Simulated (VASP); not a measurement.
Fe:

```
Fe
1.0
     2.55376    0.00000    0.00000
     0.00000    2.55376    0.00000
     0.00000    0.00000    3.61156
Fe
2
Direct
  0.00000 0.00000 0.00000
  0.50000 0.50000 0.50000
```

This isn't the form of Fe at room conditions, which is bcc.

```yaml
Program: VASP 6.6.1
Task: relaxation of cell and atoms
Functional: PBEsol
Potentials_or_basis: VASP PAW PBE potentials, release 64 (Fe)
Cutoff: 540 eV
k_mesh: 12 × 12 × 9
Occupations: fermi-dirac, width 0.05 eV
Spin: collinear spin, antiferromagnetic start
Starting_moments: "[2.5, -2.5] μB"
```

At the start: pressure -23.9 GPa; volume 11.78 Å³/atom.

**Question.** Where does the relaxation end?

**Answer.** Over 9 steps the energy falls by 167.3 meV/atom and the volume is 10.15 Å³/atom (-13.8 %); space group Fm-3m (No. 225, to 0.1 Å) before, I4/mmm (No. 139, to 0.1 Å); moment 0.00 μB per cell.

The path:
```csv
step,energy change (eV),largest force (eV/Å),pressure (GPa),volume (Å³)
1,0.0000,0.0000,-23.94,23.55
2,-0.0854,0.0000,35.14,18.03
3,-0.3323,0.0000,-0.59,20.27
4,-0.3326,0.0000,0.28,20.20
5,-0.3325,0.0000,1.08,20.14
6,-0.3340,0.0000,-0.66,20.32
7,-0.3340,0.0000,-0.88,20.34
8,-0.3345,0.0000,0.22,20.29
9,-0.3345,0.0000,-0.03,20.31
```

Final structure:
```xyz
2
Lattice="2.3925 0.0000 0.0000 0.0000 2.3925 0.0000 0.0000 0.0000 3.5473" Properties=species:S:1:pos:R:3 pbc="T T T"
Fe    0.0000    0.0000    0.0000
Fe    1.1962    1.1962    1.7737
```

Caveat: the antiferromagnetic order is the one typed at the start, and another may lie lower; the PAW data sets were made with another functional, which shifts forces and pressure a little.
